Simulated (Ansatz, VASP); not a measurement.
One calculation of CaO, two programs

```xyz
2
Lattice="-0.0166 2.6032 2.6032 2.6032 -0.0166 2.6032 2.6032 2.6032 -0.0166" Properties=species:S:1:pos:R:3 pbc="T T T"
Ca   -0.0029   -0.0029   -0.0029
O     1.3004    1.3004    1.3004
```

Change from the starting cell: epitaxial_111 strain +0.5%.

Alike in both runs: task single point; functional PBE; k mesh 8 × 8 × 8; occupations fermi-dirac, width 0.02 eV; no spin polarisation.

```csv
,VASP,Ansatz
version,VASP 6.6.1,Ansatz 0.2.0
potentials or method,"VASP PAW PBE potentials, release 64 (Ca_sv, O)","plane waves, PAW"
plane-wave cutoff (eV),520,420
valence electrons in the cell,16,16
```

```csv
,VASP,Ansatz,Ansatz less VASP
gap on the k mesh at the Fermi level (eV),3.30,3.31,+0.008
pressure (GPa),1.4,0.9,-0.48
"traceless stress, the component that is largest in VASP (GPa)",0.23,0.23,-0.001
```
